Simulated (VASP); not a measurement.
# AlAs (F-43m) in VASP: further runs, part 2 of 2

VASP 6.6.1. Earlier steps stand in the parts before.

### Step 3. Single point, r2SCAN+D3(BJ) (22.18 Å³/atom)

This run uses another cell than the first one, of 22.18 Å³/atom.

Contents of POSCAR:

```
AlAs
1.0
    0.0000000000      2.8098294002      2.8098294002
    2.8098294002      0.0000000000      2.8098294002
    2.8098294002      2.8098294002      0.0000000000
Al As
1 1
Direct
    0.0000000000      0.0000000000      0.0000000000
    0.7500000000      0.7500000000      0.7500000000
```

Contents of INCAR.step1:

```
SYSTEM = AlAs
PREC = Accurate
ENCUT = 550
ISMEAR = 0
SIGMA = 0.05
LREAL = .FALSE.
LASPH = .TRUE.
NELM = 120
NBANDS = 11
GGA = PE
ALGO = Normal
EDIFF = 1E-5
LWAVE = .TRUE.
LCHARG = .FALSE.
GGA_COMPAT = .FALSE.
```

Contents of INCAR.step2:

```
SYSTEM = AlAs
PREC = Accurate
ENCUT = 550
EDIFF = 1E-6
ISMEAR = 0
SIGMA = 0.05
LREAL = .FALSE.
LASPH = .TRUE.
NELM = 120
ALGO = Normal
ISIF = 2
LWAVE = .FALSE.
LCHARG = .FALSE.
METAGGA = R2SCAN
LMIXTAU = .TRUE.
IVDW = 12
VDW_S6 = 1.0
VDW_S8 = 0.78981345
VDW_A1 = 0.49484001
VDW_A2 = 5.73083694
NBANDS = 11
ISTART = 1
GGA_COMPAT = .FALSE.
```

Contents of KPOINTS:

```
regular mesh
0
G
  8 8 8
  0 0 0
```

Potentials or basis: VASP PAW PBE potentials, release 64 (Al, As).

Command:

```
cat potpaw_PBE.64/Al/POTCAR potpaw_PBE.64/As/POTCAR > POTCAR
cp INCAR.step1 INCAR
mpirun -np 1 vasp_std > vasp.out
cp INCAR.step2 INCAR
mpirun -np 1 vasp_std > vasp.out
```

OUTCAR:

```text
SYSTEM = AlAs
   PREC = Accurate
   ENCUT = 550
   EDIFF = 1E-6
   ISMEAR = 0
   LREAL = .FALSE.
   LASPH = .TRUE.
   NELM = 120
   ISIF = 2
   METAGGA = R2SCAN
   IVDW = 12
   ISTART = 1
 IVDW          = 12

 ion  position               nearest neighbor table
   1  0.000  0.000  0.000-   2 2.43   2 2.43   2 2.43   2 2.43
   2  0.750  0.750  0.750-   1 2.43   1 2.43   1 2.43   1 2.43

  LATTYP: Found a face centered cubic cell.
 ALAT       =     5.6196588004

  Lattice vectors:

 A1 = (   0.0000000000,   2.8098294002,   2.8098294002)
 A2 = (   2.8098294002,   0.0000000000,   2.8098294002)
 A3 = (   2.8098294002,   2.8098294002,   0.0000000000)

Analysis of symmetry for initial positions (statically):
=====================================================================
 Subroutine PRICEL returns:
 Original cell was already a primitive cell.

 Routine SETGRP: Setting up the symmetry group for a
 face centered cubic supercell.

 Subroutine GETGRP returns: Found 24 space group operations
 (whereof 24 operations were pure point group operations)
 out of a pool of 48 trial point group operations.

The static configuration has the point symmetry T_d .

Analysis of symmetry for dynamics (positions and initial velocities):
=====================================================================
 Subroutine PRICEL returns:
 Original cell was already a primitive cell.

 Routine SETGRP: Setting up the symmetry group for a
 face centered cubic supercell.

 Subroutine GETGRP returns: Found 24 space group operations
 (whereof 24 operations were pure point group operations)
 out of a pool of 48 trial point group operations.

The dynamic configuration has the point symmetry T_d .

 Subroutine INISYM returns: Found 24 space group operations
 (whereof 24 operations are pure point group operations),
 and found     1 'primitive' translations

----------------------------------------------------------------------------------------

                                     Primitive cell

  volume of cell :      44.3680

  direct lattice vectors                    reciprocal lattice vectors
[... 117 lines left out ...]
   LRPA    =     F    only Hartree local field effects (RPA)
 non-spin polarized calculation
 Gauss-broadening in eV      SIGMA  =   0.05
  energy-cutoff  :      550.00
  volume of cell :       44.37
 maximum number of plane-waves:      1316
   NGX = 15   NGY = 15   NGZ = 15

 number of electron       8.0000001 magnetization

 Free energy of the ion-electron system (eV)
  ---------------------------------------------------
  ext. energy  EPLUGINS =         0.00000000
  ---------------------------------------------------
  free energy    TOTEN  =       -22.68521806 eV

  energy without entropy =      -22.68521806  energy(sigma->0) =      -22.68521806

 E-fermi :   4.1313     XC(G=0):  -9.5360

 val. band max:        3.8529277963   @ k =   0.0000   0.0000   0.0000
 cond. band min:       5.6098722291   @ k =   0.5000   0.5000   0.0000
 fundamental gap:      1.7569444328
 Fermi energy:         4.1313467682

 k-point     1 :       0.0000    0.0000    0.0000
  band No.  band energies     occupation
      1      -8.5940      2.00000
      2       3.8529      2.00000
      3       3.8529      2.00000
      4       3.8529      2.00000
      5       6.7514      0.00000
      6       8.6056      0.00000
      7       8.6056      0.00000
      8       8.6056      0.00000
      9      13.4174      0.00000
     10      13.4174      0.00000
     11      13.7360      0.00000
[... 309 lines left out ...]
 k-point    24 :      -0.3750    0.2500    0.1250
  band No.  band energies     occupation
      1      -6.7701      2.00000
      2      -1.5977      2.00000
      3       1.0654      2.00000
      4       2.2375      2.00000
      5       8.0167      0.00000
      6       8.5948      0.00000
      7      11.1769      0.00000
      8      12.1647      0.00000
      9      12.9901      0.00000
     10      15.7298      0.00000
     11      17.1707      0.00000

 [... further k-points ...]

------------------------ aborting loop because EDIFF is reached ----------------------------------------

 Edisp (eV)   -0.30457

 E8    (eV) :    -0.1033

  FORCE on cell =-STRESS in cart. coord.  units (eV):
  Direction    XX          YY          ZZ          XY          YZ          ZX
  --------------------------------------------------------------------------------------
  -------------------------------------------------------------------------------------
  Total       0.38385     0.38385     0.38385     0.00000     0.00000    -0.00000
  in kB      13.86110    13.86110    13.86110     0.00000     0.00000    -0.00000
  external pressure =       13.86 kB  Pullay stress =        0.00 kB

 VOLUME and BASIS-vectors are now :
 -----------------------------------------------------------------------------
  energy-cutoff  :      550.00
  volume of cell :       44.37
      direct lattice vectors                 reciprocal lattice vectors
     0.000000000  2.809829400  2.809829400    -0.177946747  0.177946747  0.177946747
     2.809829400  0.000000000  2.809829400     0.177946747 -0.177946747  0.177946747
     2.809829400  2.809829400  0.000000000     0.177946747  0.177946747 -0.177946747

 POSITION                                       TOTAL-FORCE (eV/Angst)
 -----------------------------------------------------------------------------------
      0.00000      0.00000      0.00000        -0.000000     -0.000000     -0.000000
      4.21474      4.21474      4.21474         0.000000      0.000000      0.000000
 -----------------------------------------------------------------------------------
    total drift:                               -0.000000     -0.000000     -0.000000

  FREE ENERGIE OF THE ION-ELECTRON SYSTEM (eV)
  ---------------------------------------------------
  free  energy   TOTEN  =       -22.9897894666 eV

  energy  without entropy=      -22.9897894666  energy(sigma->0) =      -22.98978947
```

OUTCAR.step1:

```text
SYSTEM = AlAs
   PREC = Accurate
   ENCUT = 550
   ISMEAR = 0
   LREAL = .FALSE.
   LASPH = .TRUE.
[... 557 lines left out ...]
      0.00000      0.00000      0.00000         0.000000     -0.000000     -0.000000
      4.21474      4.21474      4.21474        -0.000000      0.000000      0.000000
 -----------------------------------------------------------------------------------
    total drift:                               -0.000000     -0.000000     -0.000000

  FREE ENERGIE OF THE ION-ELECTRON SYSTEM (eV)
  ---------------------------------------------------
  free  energy   TOTEN  =        -9.3509952220 eV

  energy  without entropy=       -9.3509952220  energy(sigma->0) =       -9.35099522
```

OSZICAR.step1:

```text
N       E                     dE             d eps       ncg     rms          rms(c)
DAV:   1     0.143650835942E+02    0.14365E+02   -0.30160E+03   646   0.571E+02
DAV:   2    -0.857934349415E+01   -0.22944E+02   -0.21973E+02   815   0.908E+01
DAV:   3    -0.957151772651E+01   -0.99217E+00   -0.98974E+00   793   0.186E+01
DAV:   4    -0.957926335389E+01   -0.77456E-02   -0.77450E-02   737   0.193E+00
DAV:   5    -0.957942088602E+01   -0.15753E-03   -0.15753E-03   765   0.265E-01    0.329E+00
DAV:   6    -0.938587573204E+01    0.19355E+00   -0.32771E-01   698   0.210E+00    0.191E+00
DAV:   7    -0.935019400962E+01    0.35682E-01   -0.17295E-01   739   0.165E+00    0.686E-01
DAV:   8    -0.935075374076E+01   -0.55973E-03   -0.11187E-02   706   0.502E-01    0.107E-01
DAV:   9    -0.935087027266E+01   -0.11653E-03   -0.39303E-04   769   0.115E-01    0.590E-02
DAV:  10    -0.935099128250E+01   -0.12101E-03   -0.15809E-04   691   0.679E-02    0.682E-03
DAV:  11    -0.935099522200E+01   -0.39395E-05   -0.18271E-05   768   0.189E-02
   1 F= -.93509952E+01 E0= -.93509952E+01  d E =-.170180E-16
```

Wall time 64 s (1 thread of Intel Xeon 6975P-C (Granite Rapids), shared host); peak memory 0.18 GiB.

Results:

* Free energy: -22.9898 eV
* Pressure: 1.4 GPa
* Band gap on the k mesh: 1.76 eV (least direct gap 2.90 eV)
* Dispersion energy per atom: -0.152 eV

Caveat: three body term missing; the PAW data sets were made with another functional, which shifts forces and pressure a little. A k mesh can miss the band edges.

### Step 4. Single point, r2SCAN

This run uses another cell than the first one, of 22.67 Å³/atom.

Contents of POSCAR:

```
AlAs
1.0
    0.0000000000      2.8304000400      2.8304000400
    2.8304000400      0.0000000000      2.8304000400
    2.8304000400      2.8304000400      0.0000000000
Al As
1 1
Direct
    0.0000000000      0.0000000000      0.0000000000
    0.7500000000      0.7500000000      0.7500000000
```

Contents of INCAR.step1:

```
ALGO = Normal
EDIFF = 1E-5
ENCUT = 550
GGA = PE
GGA_COMPAT = False
ISMEAR = 0
LASPH = True
LCHARG = False
LREAL = False
LWAVE = True
NBANDS = 11
NELM = 120
PREC = Accurate
SIGMA = 0.05
```

Contents of INCAR.step2:

```
ALGO = Normal
EDIFF = 1E-6
ENCUT = 550
GGA_COMPAT = False
ISIF = 2
ISMEAR = 0
ISTART = 1
LASPH = True
LCHARG = False
LMIXTAU = True
LREAL = False
LWAVE = False
METAGGA = R2SCAN
NBANDS = 11
NELM = 120
PREC = Accurate
SIGMA = 0.05
```

Contents of KPOINTS:

```
k-points
0
Gamma
  8 8 8
```

Command:

```
cat potpaw_PBE.64/Al/POTCAR potpaw_PBE.64/As/POTCAR > POTCAR
cp INCAR.step1 INCAR
mpirun -np 1 vasp_std > vasp.out
cp INCAR.step2 INCAR
mpirun -np 1 vasp_std > vasp.out
```

It took 48 s on 1 thread of Intel Xeon 6975P-C (Granite Rapids), shared host; peak memory 0.19 GiB.

It converged, with:

| Property | Result |
| --- | --- |
| Free energy | -22.6947 eV |
| Pressure | 0.7 GPa |
| Band gap on the k mesh | 1.79 eV (least direct gap 2.71 eV) |

Levels at points of the mesh, in eV from the valence-band top:
```csv
k point,band 1,band 2,band 3,band 4,band 5,band 6,band 7,band 8
"(0.00, 0.00, 0.00)",-12.32,0.00,0.00,0.00,2.71,4.71,4.71,4.71
"(0.50, 0.00, 0.00)",-10.83,-5.70,-0.85,-0.85,2.65,5.10,5.10,8.40
"(0.50, 0.50, 0.00)",-10.26,-5.54,-2.24,-2.24,1.79,2.69,11.19,11.19
```

Caveat: the PAW data sets were made with another functional, which shifts forces and pressure a little.

### Step 5. Single point, r2SCAN (22.78 Å³/atom)

This run uses another cell than the first one, of 22.78 Å³/atom.

Contents of POSCAR:

```
AlAs
1.0
    0.0000000000      2.8348031866      2.8348031866
    2.8348031866      0.0000000000      2.8348031866
    2.8348031866      2.8348031866      0.0000000000
Al As
1 1
Direct
    0.0000000000      0.0000000000      0.0000000000
    0.7500000000      0.7500000000      0.7500000000
```

Contents of INCAR.step1:

```
SYSTEM = AlAs
ALGO = Normal
EDIFF = 1E-5
ENCUT = 550
GGA = PE
GGA_COMPAT = .False.
ISMEAR = 0
LASPH = .True.
LCHARG = .False.
LREAL = .False.
LWAVE = .True.
NBANDS = 11
NELM = 120
PREC = Accurate
SIGMA = 0.05
```

Contents of INCAR.step2:

```
SYSTEM = AlAs
ALGO = Normal
EDIFF = 1E-6
ENCUT = 550
GGA_COMPAT = .False.
ISIF = 2
ISMEAR = 0
ISTART = 1
LASPH = .True.
LCHARG = .False.
LMIXTAU = .True.
LREAL = .False.
LWAVE = .False.
METAGGA = R2SCAN
NBANDS = 11
NELM = 120
PREC = Accurate
SIGMA = 0.05
```

Contents of KPOINTS:

```
k-points
0
Gamma
  8 8 8
  0 0 0
```

Command:

```
cat potpaw_PBE.64/Al/POTCAR potpaw_PBE.64/As/POTCAR > POTCAR
cp INCAR.step1 INCAR
mpirun -np 1 vasp_std > vasp.out
cp INCAR.step2 INCAR
mpirun -np 1 vasp_std > vasp.out
```

Run time: 54 s. Hardware: 1 thread of Intel Xeon 6975P-C (Granite Rapids), shared host; peak memory 0.18 GiB.

Results (log left out):

* Free energy: -22.6953 eV
* Pressure: 0.3 GPa
* Band gap on the k mesh: 1.80 eV (least direct gap 2.67 eV)

Levels at points of the mesh, in eV from the valence-band top:
```
           k point  band 1  band 2  band 3  band 4  band 5  band 6  band 7  band 8
(0.00, 0.00, 0.00)  -12.29    0.00    0.00    0.00    2.67    4.70    4.70    4.70
(0.50, 0.00, 0.00)  -10.82   -5.68   -0.85   -0.85    2.63    5.10    5.10    8.39
(0.50, 0.50, 0.00)  -10.24   -5.52   -2.23   -2.23    1.80    2.68   11.15   11.15
```

Caveat: the PAW data sets were made with another functional, which shifts forces and pressure a little. A k mesh can miss the band edges.

### Step 6. The runs side by side

```csv
level,cell,gap on the mesh (eV),pressure (GPa)
r2SCAN,"a = 3.961 Å, angles 60.0°, 2 atoms",1.74,3.4
r2SCAN+D3(BJ),"a = 3.974 Å, angles 60.0°, 2 atoms",1.76,1.4
r2SCAN,"a = 4.003 Å, angles 60.0°, 2 atoms",1.79,0.7
r2SCAN,"a = 4.009 Å, angles 60.0°, 2 atoms",1.80,0.3
```

Alike in all rows: task single point; potentials or basis VASP PAW PBE potentials, release 64 (Al, As); no spin polarisation; k mesh 8 × 8 × 8; cutoff (eV) 550; smearing gaussian 0.05 eV.

Caveats: the PAW data sets were made with another functional, which shifts forces and pressure a little; the cell stands under pressure (at least some runs); three body term missing (at least some runs).

Total energies depend on the potentials used, so only differences within one code and one set of settings carry meaning.
